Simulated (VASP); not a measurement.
**BAs: single point with LDA**

Crystal: BAs.

```
B As
1.0
     0.00000    2.36630    2.36630
     2.36630    0.00000    2.36630
     2.36630    2.36630    0.00000
B As
1 1
Cartesian
  0.0000 0.0000 0.0000
  1.1831 1.1831 1.1831
```

This cell differs from its parent crystal: volume scaled by 1.000 of the coarse rest volume.

```json
{
 "Program": "VASP 6.6.1",
 "Task": "single point",
 "Functional": "LDA",
 "Potentials or basis": "VASP PAW LDA potentials, release 64 (B, As)",
 "Cutoff": "500 eV",
 "k mesh": "8 × 8 × 8",
 "Occupations": "gaussian, width 0.02 eV",
 "Spin": "no spin polarisation"
}
```

The pressure is 0.9 GPa. The band gap on the k mesh is 1.11 eV, indirect (least direct gap 3.29 eV).

Levels at points of the mesh, in eV from the valence-band top:
```tsv
k point	band 1	band 2	band 3	band 4	band 5	band 6	band 7	band 8
(0.00, 0.00, 0.00)	-15.63	0.00	0.00	0.00	3.29	3.29	3.29	5.05
(0.50, 0.00, 0.00)	-12.67	-8.96	-1.87	-1.87	2.86	4.78	4.78	8.75
(0.50, 0.50, 0.00)	-11.35	-8.59	-4.19	-4.19	1.31	1.38	11.50	11.50
```

Wall time 5.5 s on 1 thread of Intel(R) Xeon(R) Platinum 8488C (Sapphire Rapids) (shared host), peak memory 0.13 GiB.

 A k mesh can miss the band edges.
